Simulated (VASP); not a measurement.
# Cd (Fm-3m) in VASP: a series of runs, part 2 of 2

VASP 6.6.1.

## Step 3: Relaxation of cell and atoms, LDA, target pressure 15 GPa, at which the enthalpy is minimised

INCAR reads:

```
SYSTEM = Cd
  PREC = Accurate
  ENCUT = 500
  EDIFF = 1E-7
  ISMEAR = 0
  SIGMA = 0.05
  LREAL = .False.
  LASPH = .True.
  NELM = 120
  ALGO = Normal
  ISIF = 3
  LWAVE = .False.
  LCHARG = .False.
  GGA = CA
  IBRION = 2
  NSW = 80
  EDIFFG = -0.03
  PSTRESS = 150.0
  GGA_COMPAT = .False.
  NELMIN = 4
```

KPOINTS reads:

```
regular mesh
0
Gamma
  8 8 8
  0 0 0
```

POSCAR reads:

```
Cd
1.0
    0.0000000000      2.2100000000      2.2100000000
    2.2100000000      0.0000000000      2.2100000000
    2.2100000000      2.2100000000      0.0000000000
Cd
1
Direct
    0.0000000000      0.0000000000      0.0000000000
```

Potentials or basis: VASP PAW LDA potentials, release 64 (Cd).

The run is started by

```
$ cat potpaw_LDA.64/Cd/POTCAR > POTCAR
$ mpirun -np 1 vasp_std > vasp.out
```

OUTCAR:

```text
SYSTEM = Cd
   PREC = Accurate
   ENCUT = 500
   EDIFF = 1E-7
   ISMEAR = 0
   LREAL = .False.
   LASPH = .True.
   NELM = 120
   ISIF = 3
   GGA = CA
   IBRION = 2
   NSW = 80
   EDIFFG = -0.03
   PSTRESS = 150.0
   NELMIN = 4

 ion  position               nearest neighbor table
   1  0.000  0.000  0.000-

  LATTYP: Found a face centered cubic cell.
 ALAT       =     4.4200000000

  Lattice vectors:

 A1 = (   0.0000000000,   2.2100000000,   2.2100000000)
 A2 = (   2.2100000000,   0.0000000000,   2.2100000000)
 A3 = (   2.2100000000,   2.2100000000,   0.0000000000)

Analysis of symmetry for initial positions (statically):
=====================================================================
 Subroutine PRICEL returns:
 Original cell was already a primitive cell.

 Routine SETGRP: Setting up the symmetry group for a
 face centered cubic supercell.

[... 208 lines left out ...]
 fundamental gap:      0.2661255807
 Fermi energy:         6.5793231591

 k-point     1 :       0.0000    0.0000    0.0000
  band No.  band energies     occupation
      1      -6.0833      2.00000
      2      -4.3652      2.00000
      3      -4.3652      2.00000
      4      -4.3652      2.00000
      5      -3.3021      2.00000
      6      -3.3021      2.00000
      7      21.5061      0.00000
      8      25.1522      0.00000
      9      25.1522      0.00000
     10      25.1522      0.00000
[... 409 lines left out ...]
--------------------------------------- Ionic step        5  -------------------------------------------

 number of electron      11.9999998 magnetization

 Free energy of the ion-electron system (eV)
  ---------------------------------------------------
  ext. energy  EPLUGINS =         0.00000000
  ---------------------------------------------------
  free energy    TOTEN  =        -1.37667887 eV

  energy without entropy =       -1.37538257  energy(sigma->0) =       -1.37603072

 E-fermi :   4.3219     XC(G=0): -12.6250

 val. band max:        4.3144108339   @ k =  -0.3750   0.2500   0.1250
 cond. band min:       4.5958679310   @ k =   0.5000   0.1250   0.0000
 fundamental gap:      0.2814570971
 Fermi energy:         4.3218747604

 k-point     1 :       0.0000    0.0000    0.0000
  band No.  band energies     occupation
      1      -6.2021      2.00000
      2      -5.3349      2.00000
      3      -5.3349      2.00000
      4      -5.3349      2.00000
      5      -4.5770      2.00000
      6      -4.5770      2.00000
      7      19.3028      0.00000
      8      21.7677      0.00000
      9      21.7677      0.00000
     10      21.7677      0.00000
[... 331 lines left out ...]
  energy  without entropy=       -1.3753825690  energy(sigma->0) =       -1.37603072

  enthalpy is  TOTEN    =         0.2391761784 eV   P V=        1.6158550521

 reached required accuracy - stopping structural energy minimisation
```

It took 9.2 s on 1 thread of Intel Xeon Platinum 8488C (Sapphire Rapids), shared host; peak memory 0.13 GiB.

What came out:

```
Free energy                                                : -1.3767 eV
Relaxed volume                                             : 17.26 Å³/atom
Relaxed cell                                               : a = 2.901 Å, b = 2.901 Å, c = 2.901 Å, α = 60.00°, β = 60.00°, γ = 60.00°
Space group after relaxing (to 0.1 Å)                      : Fm-3m (No. 225)
Energy change on relaxing (the run minimises the enthalpy) : +102.6 meV/atom
Ionic steps                                                : 5
Pressure after relaxing                                    : 15.3 GPa
Band gap on the k mesh                                     : zero (bands 6 and 7 overlap by 3.14 eV)
```

The path:
| step | energy change (eV) | largest force (eV/Å) | pressure (GPa) | volume (Å³) |
| --- | --- | --- | --- | --- |
| 1 | 0.0000 | 0.0000 | -3.87 | 21.59 |
| 2 | 0.6368 | 0.0000 | 54.70 | 14.58 |
| 3 | 0.0833 | 0.0000 | 13.46 | 17.47 |
| 4 | 0.0953 | 0.0000 | 14.58 | 17.34 |
| 5 | 0.1026 | 0.0000 | 15.27 | 17.26 |

Final structure:
```
Cd
1.0
     0.00000    2.05115    2.05115
     2.05115    0.00000    2.05115
     2.05115    2.05115    0.00000
Cd
1
Direct
  0.00000 0.00000 0.00000
```

Levels at points of the mesh, in eV from the Fermi level:
```tsv
k point	band 4	band 5	band 6	band 7	band 8	band 9
(0.00, 0.00, 0.00)	-9.66	-8.90	-8.90	14.98	17.45	17.45
(0.50, 0.00, 0.00)	-8.30	-8.30	-3.12	-0.62	14.02	14.93
(0.50, 0.50, 0.00)	-8.14	-8.14	-1.25	2.61	7.81	7.81
```

Caveat: the cell is relaxed towards a set pressure, so the run minimises the enthalpy, not the energy; the volume moved by over 15 % at a fixed basis, so the end points are rough.

## Step 4: Relaxation of cell and atoms, LDA, target pressure 30 GPa, at which the enthalpy is minimised

INCAR reads:

```
SYSTEM = Cd
  PREC = Accurate
  ENCUT = 500
  EDIFF = 1E-7
  ISMEAR = 0
  SIGMA = 0.05
  LREAL = .FALSE.
  LASPH = .TRUE.
  NELM = 120
  ALGO = Normal
  ISIF = 3
  LWAVE = .FALSE.
  LCHARG = .FALSE.
  GGA = CA
  IBRION = 2
  NSW = 80
  EDIFFG = -0.03
  PSTRESS = 300.0
  GGA_COMPAT = .FALSE.
  NELMIN = 4
```

KPOINTS reads:

```
Automatic mesh
0
G
  8 8 8
  0 0 0
```

POSCAR is that of step 3.

The run is started by

```
$ cat potpaw_LDA.64/Cd/POTCAR > POTCAR
$ mpirun -np 1 vasp_std > vasp.out
```

It took 10 s on 1 thread of Intel Xeon Platinum 8488C (Sapphire Rapids), shared host; peak memory 0.14 GiB.

The run converged. Its results:

* Free energy: -1.1945 eV
* Relaxed volume: 15.94 Å³/atom
* Relaxed cell: a = 2.825 Å, b = 2.825 Å, c = 2.825 Å, α = 60.00°, β = 60.00°, γ = 60.00°
* Space group after relaxing (to 0.1 Å): Fm-3m (No. 225)
* Energy change on relaxing (the run minimises the enthalpy): +284.8 meV/atom
* Ionic steps: 5
* Pressure after relaxing: 30.1 GPa
* Band gap on the k mesh: zero (bands 6 and 7 overlap by 3.01 eV)

Step by step:
| step | energy change (eV) | largest force (eV/Å) | pressure (GPa) | volume (Å³) |
| --- | --- | --- | --- | --- |
| 1 | 0.0000 | 0.0000 | -3.87 | 21.59 |
| 2 | 4.6067 | 0.0000 | 309.71 | 10.24 |
| 3 | 0.1892 | 0.0000 | 22.71 | 16.52 |
| 4 | 0.2340 | 0.0000 | 26.25 | 16.23 |
| 5 | 0.2848 | 0.0000 | 30.12 | 15.94 |

Final structure:
```
CELL_PARAMETERS angstrom
0.00000 1.99749 1.99749
1.99749 0.00000 1.99749
1.99749 1.99749 0.00000
ATOMIC_POSITIONS crystal
Cd 0.00000 0.00000 0.00000
```

Levels at points of the mesh, in eV from the Fermi level:
| k point | band 2 | band 3 | band 4 | band 5 | band 6 | band 7 | band 8 | band 9 | band 10 |
| --- | --- | --- | --- | --- | --- | --- | --- | --- | --- |
| (0.00, 0.00, 0.00) | -10.22 | -10.22 | -10.22 | -9.33 | -9.33 | 14.99 | 18.01 | 18.01 | 18.01 |
| (0.50, 0.00, 0.00) | -10.22 | -10.22 | -8.62 | -8.62 | -3.72 | -0.59 | 14.01 | 15.56 | 15.56 |
| (0.50, 0.50, 0.00) | -11.45 | -8.66 | -8.44 | -8.44 | -1.71 | 2.84 | 7.91 | 7.91 | 13.77 |

Caveat: the cell is relaxed towards a set pressure, so the run minimises the enthalpy, not the energy; the volume moved by over 15 % at a fixed basis, so the end points are rough.

## Step 5: Relaxation of cell and atoms, LDA, target pressure 45 GPa, at which the enthalpy is minimised

INCAR reads:

```
SYSTEM = Cd
PREC = Accurate
ENCUT = 500
EDIFF = 1E-7
ISMEAR = 0
SIGMA = 0.05
LREAL = .FALSE.
LASPH = .TRUE.
NELM = 120
ALGO = Normal
ISIF = 3
LWAVE = .FALSE.
LCHARG = .FALSE.
IBRION = 2
NSW = 80
EDIFFG = -0.03
PSTRESS = 450.0
GGA_COMPAT = .FALSE.
NELMIN = 4
```

KPOINTS reads:

```
regular mesh
0
G
  8 8 8
  0 0 0
```

POSCAR is that of step 4.

The run is started by

```
$ cat potpaw_LDA.64/Cd/POTCAR > POTCAR
$ mpirun -np 1 vasp_std > vasp.out
```

Run time: 20 s. Hardware: 1 thread of Intel Xeon Platinum 8488C (Sapphire Rapids), shared host; peak memory 0.15 GiB.

The run converged. Its results:

```
Free energy                                                : -0.9855 eV
Relaxed volume                                             : 15.04 Å³/atom
Relaxed cell                                               : a = 2.771 Å, b = 2.771 Å, c = 2.771 Å, α = 60.00°, β = 60.00°, γ = 60.00°
Space group after relaxing (to 0.1 Å)                      : Fm-3m (No. 225)
Energy change on relaxing (the run minimises the enthalpy) : +493.8 meV/atom
Ionic steps                                                : 10
Pressure after relaxing                                    : 45.0 GPa
Band gap on the k mesh                                     : zero (bands 6 and 7 overlap by 2.90 eV)
```

The path:
| step | energy change (eV) | largest force (eV/Å) | pressure (GPa) | volume (Å³) |
| --- | --- | --- | --- | --- |
| 1 | 0.0000 | 0.0000 | -3.87 | 21.59 |
| 2 | 19.7677 | 0.0000 | 1451.13 | 6.86 |
| 3 | -0.0149 | 0.0000 | 2.05 | 19.62 |
| 4 | 0.0293 | 0.0000 | 8.89 | 18.26 |
| 5 | 0.8044 | 0.0000 | 65.70 | 14.13 |
| 6 | 0.4184 | 0.0000 | 39.77 | 15.32 |
| 7 | 0.4873 | 0.0000 | 44.56 | 15.06 |
| 8 | 0.5201 | 0.0000 | 46.79 | 14.95 |
| 9 | 0.4334 | 0.0000 | 40.82 | 15.26 |
| 10 | 0.4938 | 0.0000 | 45.00 | 15.04 |

Final structure:
```cif
data_structure
_symmetry_space_group_name_H-M 'P 1'
_symmetry_Int_Tables_number 1
_cell_length_a 2.7706
_cell_length_b 2.7706
_cell_length_c 2.7706
_cell_angle_alpha 60.000
_cell_angle_beta 60.000
_cell_angle_gamma 60.000
_cell_volume 15.04
loop_
_atom_site_label
_atom_site_type_symbol
_atom_site_fract_x
_atom_site_fract_y
_atom_site_fract_z
_atom_site_occupancy
Cd1 Cd 0.00000 0.00000 0.00000 1
```

Levels at points of the mesh, in eV from the Fermi level:
```
           k point  band 2  band 3  band 4  band 5  band 6  band 7  band 8  band 9  band 10
(0.00, 0.00, 0.00)  -10.68  -10.68  -10.68   -9.68   -9.68   14.96   18.39   18.39    18.39
(0.50, 0.00, 0.00)  -10.68  -10.68   -8.89   -8.89   -4.20   -0.55   13.95   16.02    16.02
(0.50, 0.50, 0.00)  -12.09   -8.93   -8.69   -8.69   -2.07    3.01    7.97    7.97    14.18
```

Caveat: the cell is relaxed towards a set pressure, so the run minimises the enthalpy, not the energy; the volume moved by over 15 % at a fixed basis, so the end points are rough.

## Step 6: Overview

```tsv
cell	gap on the mesh (eV)	pressure (GPa)
relaxed	none	0.0
relaxed to 15 GPa	none	15.3
relaxed to 30 GPa	none	30.1
relaxed to 45 GPa	none	45.0
```

Alike in all rows: task relaxation of cell and atoms; level LDA; potentials or basis VASP PAW LDA potentials, release 64 (Cd); no spin polarisation; k mesh 8 × 8 × 8; cutoff (eV) 500; smearing gaussian 0.05 eV.

Caveats: the cell is relaxed towards a set pressure, so the run minimises the enthalpy, not the energy (at least some runs); the volume moved by over 15 % at a fixed basis, so the end points are rough (at least some runs).

Total energies depend on the potentials used, so only differences within one code and one set of settings carry meaning.
